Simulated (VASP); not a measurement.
# Hf (Fm-3m) in VASP: notebook

Hf is run at these levels: PBE; tasks: single point, relaxation of cell and atoms.

Program: VASP 6.6.1. These are calculated values, not measurements. Logs are shortened: lines on timing, memory, paths and dates and some standing lists are left out, and cuts for length are marked.

**1. The cell of the first run**

The structure is cubic, space group Fm-3m (No. 225). Conventional cell: a = 4.340 Å, b = 4.340 Å, c = 4.340 Å, α = 90.00°, β = 90.00°, γ = 90.00°. Hf (site symmetry m-3m) has 12 Hf at 3.07 Å within 4.0 Å.

**2. Single point, PBE**

The input, INCAR:

```
SYSTEM = Hf
PREC     = Accurate       ! precision mode
ENCUT    = 520            ! plane-wave cutoff, eV
EDIFF    = 1E-6           ! SCF threshold, eV
ISMEAR   = -1             ! smearing method
SIGMA    = 0.08           ! smearing width, eV
LREAL    = .False.        ! projectors in reciprocal space
LASPH    = .True.         ! aspherical terms in the spheres
NELM     = 100            ! most SCF steps
ALGO     = Normal         ! electronic algorithm
ISIF     = 2              ! what is computed and relaxed
LWAVE    = .False.        ! write WAVECAR
LCHARG   = .False.        ! write CHGCAR
GGA      = PE             ! functional
NBANDS   = 11             ! bands
```

The input, KPOINTS:

```
Automatic mesh
0
Gamma
  15 15 15
  0 0 0
```

The input, POSCAR:

```
Hf
1.0
    0.0000000000      2.1697670247      2.1697670247
    2.1697670247      0.0000000000      2.1697670247
    2.1697670247      2.1697670247      0.0000000000
Hf
1
Direct
    0.0000000000      0.0000000000      0.0000000000
```

Potentials or basis: VASP PAW PBE potentials, release 64 (Hf_pv).

Command:

```console
cat potpaw_PBE.64/Hf_pv/POTCAR > POTCAR
mpirun -np 1 vasp_std > vasp.out
```

OUTCAR:

```text
SYSTEM = Hf
   PREC = Accurate
   ENCUT = 520
   EDIFF = 1E-6
   ISMEAR = -1
   LREAL = .False.
   LASPH = .True.
   NELM = 100
   ISIF = 2
   GGA = PE

 ion  position               nearest neighbor table
   1  0.000  0.000  0.000-

  LATTYP: Found a face centered cubic cell.
 ALAT       =     4.3395340494

  Lattice vectors:

 A1 = (   0.0000000000,   2.1697670247,   2.1697670247)
 A2 = (   2.1697670247,   0.0000000000,   2.1697670247)
 A3 = (   2.1697670247,   2.1697670247,   0.0000000000)

Analysis of symmetry for initial positions (statically):
=====================================================================
 Subroutine PRICEL returns:
 Original cell was already a primitive cell.

 Routine SETGRP: Setting up the symmetry group for a
 face centered cubic supercell.

 Subroutine GETGRP returns: Found 48 space group operations
 (whereof 48 operations were pure point group operations)
 out of a pool of 48 trial point group operations.

The static configuration has the point symmetry O_h .

Analysis of symmetry for dynamics (positions and initial velocities):
=====================================================================
 Subroutine PRICEL returns:
 Original cell was already a primitive cell.

 Routine SETGRP: Setting up the symmetry group for a
 face centered cubic supercell.

 Subroutine GETGRP returns: Found 48 space group operations
 (whereof 48 operations were pure point group operations)
 out of a pool of 48 trial point group operations.

The dynamic configuration has the point symmetry O_h .

 Subroutine INISYM returns: Found 48 space group operations
 (whereof 48 operations are pure point group operations),
 and found     1 'primitive' translations

----------------------------------------------------------------------------------------

                                     Primitive cell

  volume of cell :      20.4300

  direct lattice vectors                    reciprocal lattice vectors
     0.000000000  2.169767025  2.169767025    -0.230439487  0.230439487  0.230439487
     2.169767025  0.000000000  2.169767025     0.230439487 -0.230439487  0.230439487
     2.169767025  2.169767025  0.000000000     0.230439487  0.230439487 -0.230439487

  length of vectors
     3.068513954  3.068513954  3.068513954     0.399132899  0.399132899  0.399132899

  position of ions in fractional coordinates (direct lattice)
     0.000000000  0.000000000  0.000000000

  ion indices of the primitive-cell ions
   primitive index   ion index
                 1           1

----------------------------------------------------------------------------------------

 KPOINTS: Automatic mesh

Automatic generation of k-mesh.
 Grid dimensions read from file:
 generate k-points for:   15   15   15

 Generating k-lattice:

  Cartesian coordinates                     Fractional coordinates (reciprocal lattice)
    -0.015362632  0.015362632  0.015362632     0.066666667  0.000000000  0.000000000
     0.015362632 -0.015362632  0.015362632     0.000000000  0.066666667  0.000000000
     0.015362632  0.015362632 -0.015362632     0.000000000  0.000000000  0.066666667

  Length of vectors
     0.026608860  0.026608860  0.026608860

  Shift w.r.t. Gamma in fractional coordinates (k-lattice)
     0.000000000  0.000000000  0.000000000

 Subroutine IBZKPT returns following result:
 ===========================================

 Found    120 irreducible k-points:

 Following reciprocal coordinates:
            Coordinates               Weight
  0.000000  0.000000  0.000000      1.000000
  0.066667  0.000000  0.000000      8.000000
  0.133333  0.000000  0.000000      8.000000
  0.200000  0.000000  0.000000      8.000000
  0.266667  0.000000  0.000000      8.000000
  0.333333  0.000000  0.000000      8.000000
[... 16 lines left out ...]
  0.133333  0.133333  0.000000      6.000000
  0.200000  0.133333  0.000000     24.000000
 [... further k-points ...]
   k-points           NKPTS =    120   k-points in BZ     NKDIM =    120   number of bands    NBANDS=     11
   number of dos      NEDOS =    301   number of ions     NIONS =      1
   total plane-waves  NPLWV =  13824
   dimension x,y,z NGX =    24 NGY =   24 NGZ =   24
   dimension x,y,z NGXF=    48 NGYF=   48 NGZF=   48
   ions per type =               1
   NGX,Y,Z   is equivalent  to a cutoff of  13.00, 13.00, 13.00 a.u.
   NGXF,Y,Z  is equivalent  to a cutoff of  26.01, 26.01, 26.01 a.u.
 SYSTEM =  Hf
   PREC   = accura    normal or accurate (medium, high low for compatibility)
   ISTART =      0    job   : 0-new  1-cont  2-samecut
   ICHARG =      2    charge: 1-file 2-atom 10-const
   ISPIN  =      1    spin polarized calculation?
   LNONCOLLINEAR =      F non collinear calculations
   LSORBIT =      F    spin-orbit coupling
   LASPH  =      T    aspherical Exc in radial PAW
   ENCUT  =  520.0 eV  38.22 Ry    6.18 a.u.   5.71  5.71  5.71*2*pi/ulx,y,z
   NELM   =    100;   NELMIN=  2; NELMDL= -5     # of ELM steps
   EDIFF  = 0.1E-05   stopping-criterion for ELM
   LREAL  =      F    real-space projection
   EDIFFG = 0.1E-04   stopping-criterion for IOM
   NSW    =      0    number of steps for IOM
   IBRION =     -1    ionic relax: 0-MD 1-quasi-New 2-CG
   NFREE  =      0    steps in history (QN), initial steepest desc. (CG)
   ISIF   =      2    stress and relaxation
   ISYM   =      2    0-nonsym 1-usesym 2-fastsym
   POTIM  = 0.5000    time-step for ionic-motion
   TEBEG  =    0.0;   TEEND  =   0.0 temperature during run
   PSTRESS=    0.0 pullay stress
   NELECT =      10.0000    total number of electrons
   NUPDOWN=      -1.0000    fix difference up-down
   EMIN   =  10.00;   EMAX   =-10.00  energy-range for DOS
   EFERMI =   0.00;   METHOD = LEGACY
   ISMEAR =    -1;   SIGMA  =   0.08  broadening in eV -4-tet -1-fermi 0-gaus
   EFERMI_NEDOS =   21; number of points for ismear=-14 and -15
   IALGO  =     38    algorithm
   IMIX   =      4    mixing-type and parameters
     AMIX     =   0.40;   BMIX     =  1.00
     AMIX_MAG =   1.60;   BMIX_MAG =  1.00
  volume/ion in A,a.u.               =      20.43       137.87
  Fermi-wavevector in a.u.,A,eV,Ry     =   1.290184  2.438095 22.647922  1.664575
  Thomas-Fermi vector in A             =   2.422031
   LORBIT       =      0    0 simple, 1 ext, 2 COOP (PROOUT), +10 PAW based schemes
   GGA     = PE    functional components
   LHFCALC =     F    Hartree Fock is set to
   AEXX    =    0.0000 exact exchange contribution
   IVDW    =     0    specifies the selected vdW correction
   LEPSILON=     F    determine dielectric tensor
   LRPA    =     F    only Hartree local field effects (RPA)
 non-spin polarized calculation
  energy-cutoff  :      520.00
  volume of cell :       20.43
 maximum number of plane-waves:       564
   NGX = 11   NGY = 11   NGZ = 11

 number of electron      10.0000000 magnetization

 Free energy of the ion-electron system (eV)
  ---------------------------------------------------
  ext. energy  EPLUGINS =         0.00000000
  ---------------------------------------------------
  free energy    TOTEN  =        -9.80035174 eV

  energy without entropy =       -9.77181776  energy(sigma->0) =       -9.78608475

 E-fermi :   5.3972     XC(G=0): -11.7053

 val. band max:        5.3939650316   @ k =   0.2667   0.1333   0.0667
 cond. band min:       5.4237433414   @ k =   0.2667   0.0000   0.0000
 fundamental gap:      0.0297783098
 Fermi energy:         5.3972457082

 k-point     1 :       0.0000    0.0000    0.0000
  band No.  band energies     occupation
      1     -24.2864      2.00000
      2     -24.2864      2.00000
      3     -24.2864      2.00000
      4      -2.1216      2.00000
      5       6.8281      0.00000
      6       6.8281      0.00000
      7       6.8281      0.00000
      8       9.9600      0.00000
      9       9.9600      0.00000
     10      17.0112      0.00000
     11      18.7720      0.00000

 k-point     2 :       0.0667    0.0000    0.0000
  band No.  band energies     occupation
      1     -24.3380      2.00000
      2     -24.2927      2.00000
      3     -24.2927      2.00000
      4      -1.9478      2.00000
      5       6.6491      0.00000
      6       6.9115      0.00000
      7       6.9115      0.00000
      8       9.8623      0.00000
      9       9.8623      0.00000
     10      17.4008      0.00000
     11      18.7714      0.00000

 k-point     3 :       0.1333    0.0000    0.0000
  band No.  band energies     occupation
      1     -24.4816      2.00000
      2     -24.3105      2.00000
      3     -24.3105      2.00000
      4      -1.4512      2.00000
      5       6.2151      0.00007
      6       7.1119      0.00000
      7       7.1119      0.00000
      8       9.6704      0.00000
      9       9.6704      0.00000
     10      18.2952      0.00000
     11      18.7693      0.00000

 k-point     4 :       0.2000    0.0000    0.0000
  band No.  band energies     occupation
      1     -24.6874      2.00000
      2     -24.3366      2.00000
      3     -24.3366      2.00000
      4      -0.7093      2.00000
      5       5.7374      0.02806
      6       7.2583      0.00000
      7       7.2583      0.00000
      8       9.6579      0.00000
      9       9.6579      0.00000
     10      17.9195      0.00000
     11      18.7749      0.00000
[... 239 lines left out ...]
 k-point    22 :      -0.0667    0.0667    0.0000
  band No.  band energies     occupation
      1     -24.4095      2.00000
      2     -24.3217      2.00000
      3     -24.2946      2.00000
      4      -1.6657      2.00000
      5       6.3720      0.00001
      6       7.0378      0.00000
      7       7.0563      0.00000
      8       9.5126      0.00000
      9       9.9436      0.00000
     10      18.0015      0.00000
     11      18.7703      0.00000

 k-point    23 :       0.1333    0.1333    0.0000
  band No.  band energies     occupation
      1     -24.4770      2.00000
      2     -24.3527      2.00000
      3     -24.3527      2.00000
      4      -1.2266      2.00000
      5       5.8640      0.00583
      6       7.3769      0.00000
      7       7.3769      0.00000
      8       8.6892      0.00000
      9      10.2905      0.00000
     10      18.7701      0.00000
     11      18.9470      0.00000

 k-point    24 :       0.2000    0.1333    0.0000
  band No.  band energies     occupation
      1     -24.6110      2.00000
      2     -24.3861      2.00000
      3     -24.3773      2.00000
      4      -0.6678      2.00000
      5       5.4472      0.69745
      6       7.4925      0.00000
      7       7.6489      0.00000
      8       8.3886      0.00000
      9      10.4457      0.00000
     10      18.7681      0.00000
     11      19.7778      0.00000

 [... further k-points ...]
[... 5 lines left out ...]
  --------------------------------------------------------------------------------------
  -------------------------------------------------------------------------------------
  Total        1.4710376      1.4710376      1.4710376      0.0000000      0.0000000      0.0000000
  in kB      115.3626046    115.3626046    115.3626046      0.0000000      0.0000000      0.0000000
  external PRESSURE =     115.3626046 kB  Pullay stress =       0.0000000 kB

 VOLUME and BASIS-vectors are now :
 -----------------------------------------------------------------------------
  energy-cutoff  :      520.00
  volume of cell :       20.43
      direct lattice vectors                 reciprocal lattice vectors
     0.000000000  2.169767025  2.169767025    -0.230439487  0.230439487  0.230439487
     2.169767025  0.000000000  2.169767025     0.230439487 -0.230439487  0.230439487
     2.169767025  2.169767025  0.000000000     0.230439487  0.230439487 -0.230439487

 POSITION                                       TOTAL-FORCE (eV/Angst)
 -----------------------------------------------------------------------------------
      0.00000      0.00000      0.00000        -0.000000      0.000000     -0.000000
 -----------------------------------------------------------------------------------
    total drift:                               -0.000000      0.000000     -0.000000

  FREE ENERGIE OF THE ION-ELECTRON SYSTEM (eV)
  ---------------------------------------------------
  free  energy   TOTEN  =        -9.8003517401 eV

  energy  without entropy=       -9.7718177582  energy(sigma->0) =       -9.78608475
```

It took 8.9 s on 1 thread of Intel Xeon Platinum 8375C at 2.90GHz (Ice Lake), shared host; peak memory 0.15 GiB.

Results:

| Item | Value |
| --- | --- |
| Free energy | -9.8004 eV |
| Pressure | 11.5 GPa |
| Band gap on the k mesh | zero (band 5 reaches 6.83 eV, above the bottom of band 6 at 4.84 eV) |

Caveat: spin-orbit coupling is left out, which moves the levels of the heavy elements.

(Continued in part 2 of 2.)
